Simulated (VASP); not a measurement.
# PtSe2 (P-3m1) in VASP: a series of runs

The runs below take PtSe2 through single point, with PBEsol+D3(BJ).

Program: VASP 6.6.1. These are calculated values, not measurements. Logs are shortened: lines on timing, memory, paths and dates and some standing lists are left out, and cuts for length are marked.

### Step 1. The cell of the first run

Symmetry: P-3m1, No. 164, trigonal system. Conventional cell: a = 3.892 Å, b = 3.892 Å, c = 5.062 Å, α = 90.00°, β = 90.00°, γ = 120.00°. Pt (site symmetry -3m) has 6 Se at 2.58 Å within 3.4 Å. Within 3.4 Å of Se (site symmetry 3m) lie 3 Pt at 2.58 Å and 6 Se at 3.38 Å.

### Step 2. Single point, PBEsol+D3(BJ) (strain +0.0450 x Voigt [1, 1, 0, 0, 0, 0])

Input file INCAR:

```
PREC     = Accurate       # precision mode
ENCUT    = 520            # plane-wave cutoff, eV
EDIFF    = 1E-6           # SCF threshold, eV
ISMEAR   = 0              # smearing method
SIGMA    = 0.15           # smearing width, eV
LREAL    = False          # projectors in reciprocal space
LASPH    = True           # aspherical terms in the spheres
NELM     = 80             # most SCF steps
ALGO     = Normal         # electronic algorithm
ISIF     = 2              # what is computed and relaxed
LWAVE    = False          # write WAVECAR
LCHARG   = True           # write CHGCAR
GGA      = PS             # functional
IVDW     = 12             # dispersion correction
LELF     = True           # ELF
LVHAR    = True         
NBANDS   = 18             # bands
```

Input file KPOINTS:

```
Automatic mesh
0
Gamma
  12 12 10
```

Input file POSCAR:

```
PtSe2
1.0
    3.8915806318      0.0000000000      0.0000000000
   -1.9457903159      3.3702076880      0.0000000000
    0.0000000000      0.0000000000      5.0620000000
Pt Se
1 2
Direct
    0.0000000000      0.0000000000      0.0000000000
    0.3333333333      0.6666666667      0.2500000000
    0.6666666667      0.3333333333      0.7500000000
```

Potentials or basis: VASP PAW PBE potentials, release 64 (Pt, Se).

Run with:

```bash
cat potpaw_PBE.64/Pt/POTCAR potpaw_PBE.64/Se/POTCAR > POTCAR
mpirun -np 1 vasp_std > vasp.out
```

OUTCAR:

```text
PREC = Accurate
   ENCUT = 520
   EDIFF = 1E-6
   ISMEAR = 0
   LREAL = False
   LASPH = True
   NELM = 80
   ISIF = 2
   GGA = PS
   IVDW = 12
 IVDW          = 12

 ion  position               nearest neighbor table
   1  0.000  0.000  0.000-   2 2.58   3 2.58   2 2.58   3 2.58   3 2.58   2 2.58
   2  0.333  0.667  0.250-   1 2.58   1 2.58   1 2.58
   3  0.667  0.333  0.750-   1 2.58   1 2.58   1 2.58

  LATTYP: Found a hexagonal cell.
 ALAT       =     3.8915806318
 C/A-ratio  =     1.3007568078

  Lattice vectors:

 A1 = (   3.8915806318,   0.0000000000,   0.0000000000)
 A2 = (  -1.9457903159,   3.3702076880,   0.0000000000)
 A3 = (   0.0000000000,   0.0000000000,   5.0620000000)

Analysis of symmetry for initial positions (statically):
=====================================================================
 Subroutine PRICEL returns:
 Original cell was already a primitive cell.

 Routine SETGRP: Setting up the symmetry group for a
 hexagonal supercell.

 Subroutine GETGRP returns: Found 12 space group operations
 (whereof 12 operations were pure point group operations)
 out of a pool of 24 trial point group operations.

The static configuration has the point symmetry D_3d.

Analysis of symmetry for dynamics (positions and initial velocities):
=====================================================================
 Subroutine PRICEL returns:
 Original cell was already a primitive cell.

 Routine SETGRP: Setting up the symmetry group for a
 hexagonal supercell.

 Subroutine GETGRP returns: Found 12 space group operations
 (whereof 12 operations were pure point group operations)
 out of a pool of 24 trial point group operations.

The dynamic configuration has the point symmetry D_3d.

 Subroutine INISYM returns: Found 12 space group operations
 (whereof 12 operations are pure point group operations),
 and found     1 'primitive' translations

----------------------------------------------------------------------------------------

                                     Primitive cell

  volume of cell :      66.3903

  direct lattice vectors                    reciprocal lattice vectors
     3.891580632  0.000000000  0.000000000     0.256964996  0.148358809  0.000000000
    -1.945790316  3.370207688  0.000000000     0.000000000  0.296717619  0.000000000
     0.000000000  0.000000000  5.062000000     0.000000000  0.000000000  0.197550375

  length of vectors
     3.891580632  3.891580632  5.062000000     0.296717619  0.296717619  0.197550375

  position of ions in fractional coordinates (direct lattice)
     0.000000000  0.000000000  0.000000000
     0.333333333  0.666666667  0.250000000
     0.666666667  0.333333333  0.750000000

  ion indices of the primitive-cell ions
   primitive index   ion index
                 1           1
                 2           2
                 3           3

----------------------------------------------------------------------------------------

 KPOINTS: Automatic mesh

Automatic generation of k-mesh.
 Grid dimensions read from file:
 generate k-points for:   12   12   10

 Generating k-lattice:

  Cartesian coordinates                     Fractional coordinates (reciprocal lattice)
     0.021413750  0.012363234  0.000000000     0.083333333  0.000000000  0.000000000
     0.000000000  0.024726468  0.000000000     0.000000000  0.083333333  0.000000000
     0.000000000  0.000000000  0.019755038     0.000000000  0.000000000  0.100000000

  Length of vectors
     0.024726468  0.024726468  0.019755038

  Shift w.r.t. Gamma in fractional coordinates (k-lattice)
     0.000000000  0.000000000  0.000000000

 Subroutine IBZKPT returns following result:
 ===========================================

 Found    162 irreducible k-points:

 Following reciprocal coordinates:
            Coordinates               Weight
  0.000000  0.000000  0.000000      1.000000
  0.083333  0.000000  0.000000      6.000000
  0.166667  0.000000  0.000000      6.000000
  0.250000  0.000000  0.000000      6.000000
  0.333333  0.000000  0.000000      6.000000
  0.416667  0.000000  0.000000      6.000000
[... 16 lines left out ...]
  0.166667  0.000000  0.100000      6.000000
  0.000000  0.166667  0.100000      6.000000
 [... further k-points ...]
   k-points           NKPTS =    162   k-points in BZ     NKDIM =    162   number of bands    NBANDS=     18
   number of dos      NEDOS =    301   number of ions     NIONS =      3
   total plane-waves  NPLWV =  36000
   dimension x,y,z NGX =    30 NGY =   30 NGZ =   40
   dimension x,y,z NGXF=    60 NGYF=   60 NGZF=   80
   ions per type =               1   2
   NGX,Y,Z   is equivalent  to a cutoff of  12.82, 12.82, 13.14 a.u.
   NGXF,Y,Z  is equivalent  to a cutoff of  25.63, 25.63, 26.27 a.u.
 SYSTEM =  unknown system
   PREC   = accura    normal or accurate (medium, high low for compatibility)
   ISTART =      0    job   : 0-new  1-cont  2-samecut
   ICHARG =      2    charge: 1-file 2-atom 10-const
   ISPIN  =      1    spin polarized calculation?
   LNONCOLLINEAR =      F non collinear calculations
   LSORBIT =      F    spin-orbit coupling
   LASPH  =      T    aspherical Exc in radial PAW
   ENCUT  =  520.0 eV  38.22 Ry    6.18 a.u.   7.24  7.24  9.41*2*pi/ulx,y,z
   NELM   =     80;   NELMIN=  2; NELMDL= -5     # of ELM steps
   EDIFF  = 0.1E-05   stopping-criterion for ELM
   LREAL  =      F    real-space projection
   EDIFFG = 0.1E-04   stopping-criterion for IOM
   NSW    =      0    number of steps for IOM
   IBRION =     -1    ionic relax: 0-MD 1-quasi-New 2-CG
   NFREE  =      0    steps in history (QN), initial steepest desc. (CG)
   ISIF   =      2    stress and relaxation
   ISYM   =      2    0-nonsym 1-usesym 2-fastsym
   POTIM  = 0.5000    time-step for ionic-motion
   TEBEG  =    0.0;   TEEND  =   0.0 temperature during run
   PSTRESS=    0.0 pullay stress
   NELECT =      22.0000    total number of electrons
   NUPDOWN=      -1.0000    fix difference up-down
   EMIN   =  10.00;   EMAX   =-10.00  energy-range for DOS
   EFERMI =   0.00;   METHOD = LEGACY
   ISMEAR =     0;   SIGMA  =   0.15  broadening in eV -4-tet -1-fermi 0-gaus
   EFERMI_NEDOS =   21; number of points for ismear=-14 and -15
   IALGO  =     38    algorithm
   IMIX   =      4    mixing-type and parameters
     AMIX     =   0.40;   BMIX     =  1.00
     AMIX_MAG =   1.60;   BMIX_MAG =  1.00
  volume/ion in A,a.u.               =      22.13       149.34
  Fermi-wavevector in a.u.,A,eV,Ry     =   1.132872  2.140817 17.461698  1.283399
  Thomas-Fermi vector in A             =   2.269574
   LORBIT       =      0    0 simple, 1 ext, 2 COOP (PROOUT), +10 PAW based schemes
   GGA     = PS    functional components
   LHFCALC =     F    Hartree Fock is set to
   AEXX    =    0.0000 exact exchange contribution
   IVDW    =    12    specifies the selected vdW correction
   LEPSILON=     F    determine dielectric tensor
   LRPA    =     F    only Hartree local field effects (RPA)
 non-spin polarized calculation
 Gauss-broadening in eV      SIGMA  =   0.15
  energy-cutoff  :      520.00
  volume of cell :       66.39
 maximum number of plane-waves:      1809
 NGX is ok and might be reduce to    30
   NGX = 15   NGY = 15   NGZ = 19

 number of electron      21.9999998 magnetization

 Free energy of the ion-electron system (eV)
  ---------------------------------------------------
  ext. energy  EPLUGINS =         0.00000000
  ---------------------------------------------------
  free energy    TOTEN  =       -15.74029294 eV

  energy without entropy =      -15.73145788  energy(sigma->0) =      -15.73587541

 E-fermi :   5.1713     XC(G=0): -10.3990

 val. band max:        5.1643120166   @ k =   0.0833   0.0833   0.0000
 cond. band min:       5.1868967560   @ k =   0.3333   0.3333   0.0000
 fundamental gap:      0.0225847394
 Fermi energy:         5.1713230422

 k-point     1 :       0.0000    0.0000    0.0000
  band No.  band energies     occupation
      1      -9.7547      2.00000
      2      -7.2719      2.00000
      3      -1.1436      2.00000
      4      -0.6072      2.00000
      5      -0.6072      2.00000
      6       1.7438      2.00000
[... 10 lines left out ...]
     17      12.3116      0.00000
     18      16.2441      0.00000

 k-point     2 :       0.0833    0.0000    0.0000
  band No.  band energies     occupation
      1      -9.6896      2.00000
      2      -7.3037      2.00000
      3      -1.0619      2.00000
      4      -0.5620      2.00000
      5      -0.5479      2.00000
      6       1.6483      2.00000
[... 10 lines left out ...]
     17      12.5285      0.00000
     18      15.4578      0.00000

 k-point     3 :       0.1667    0.0000    0.0000
  band No.  band energies     occupation
      1      -9.5012      2.00000
      2      -7.3930      2.00000
      3      -0.8329      2.00000
      4      -0.4346      2.00000
      5      -0.3708      2.00000
      6       1.2611      2.00000
[... 10 lines left out ...]
     17      13.0509      0.00000
     18      14.1965      0.00000

 k-point     4 :       0.2500    0.0000    0.0000
  band No.  band energies     occupation
      1      -9.2113      2.00000
      2      -7.5255      2.00000
      3      -0.5476      2.00000
      4      -0.2535      2.00000
      5      -0.0706      2.00000
      6       0.5666      2.00000
[... 375 lines left out ...]
      4      -0.5688      2.00000
      5      -0.4964      2.00000
      6       1.6265      2.00000
[... 10 lines left out ...]
     17      12.6767      0.00000
     18      14.9561      0.00000

 k-point    23 :       0.1667    0.0000    0.1000
  band No.  band energies     occupation
      1      -9.4646      2.00000
      2      -7.4637      2.00000
      3      -0.7743      2.00000
      4      -0.4048      2.00000
      5      -0.3478      2.00000
      6       1.3152      2.00000
[... 10 lines left out ...]
     17      12.6526      0.00000
     18      13.8154      0.00000

 k-point    24 :       0.0000    0.1667    0.1000
  band No.  band energies     occupation
      1      -9.4695      2.00000
      2      -7.4492      2.00000
      3      -0.8959      2.00000
      4      -0.4564      2.00000
      5      -0.2180      2.00000
      6       1.1802      2.00000
[... 10 lines left out ...]
     17      13.4168      0.00000
     18      13.7956      0.00000

 [... further k-points ...]

------------------------ aborting loop because EDIFF is reached ----------------------------------------

 Edisp (eV)   -1.16909

 E8    (eV) :    -0.7601

  FORCE on cell =-STRESS in cart. coord.  units (eV):
  Direction    XX          YY          ZZ          XY          YZ          ZX
  --------------------------------------------------------------------------------------
  -------------------------------------------------------------------------------------
  Total      -5.40473    -5.40473    -3.55269     0.00000     0.00000    -0.00000
  in kB    -130.43056  -130.43056   -85.73597     0.00000     0.00000    -0.00000
  external pressure =     -115.53 kB  Pullay stress =        0.00 kB

 VOLUME and BASIS-vectors are now :
 -----------------------------------------------------------------------------
  energy-cutoff  :      520.00
  volume of cell :       66.39
      direct lattice vectors                 reciprocal lattice vectors
     3.891580632  0.000000000  0.000000000     0.256964996  0.148358809  0.000000000
    -1.945790316  3.370207688  0.000000000     0.000000000  0.296717619  0.000000000
     0.000000000  0.000000000  5.062000000     0.000000000  0.000000000  0.197550375

 POSITION                                       TOTAL-FORCE (eV/Angst)
 -----------------------------------------------------------------------------------
      0.00000      0.00000      0.00000        -0.000000      0.000000      0.000000
     -0.00000      2.24681      1.26550         0.000000      0.000000     -0.517518
      1.94579      1.12340      3.79650        -0.000000      0.000000      0.517518
 -----------------------------------------------------------------------------------
    total drift:                                0.000000      0.000000     -0.000000

  FREE ENERGIE OF THE ION-ELECTRON SYSTEM (eV)
  ---------------------------------------------------
  free  energy   TOTEN  =       -16.9093861118 eV

  energy  without entropy=      -16.9005510443  energy(sigma->0) =      -16.90496858
```

It took 3.8 min on 1 thread of Intel Xeon 8259CL, shared host; peak memory 0.34 GiB.

Results:

```
Free energy                : -16.9094 eV
Pressure                   : -11.6 GPa
Largest force              : 0.518 eV/Å
Band gap on the k mesh     : zero (bands 11 and 12 overlap by 0.56 eV)
Dispersion energy per atom : -0.390 eV
```

Forces on the atoms (eV/Å):
```
Pt   0.000  0.000  0.000
Se   0.000  0.000 -0.518
Se   0.000  0.000  0.518
```

Caveat: the cell differs from its parent crystal (strain +0.0450 x Voigt [1, 1, 0, 0, 0, 0]); the cell stands under tension; the PAW data sets were made with another functional, which shifts forces and pressure a little; spin-orbit coupling is left out, which moves the levels of the heavy elements.

[end of part 1 of 2]

The gap in the log of VASP goes by the Fermi energy; the results here count the filled bands.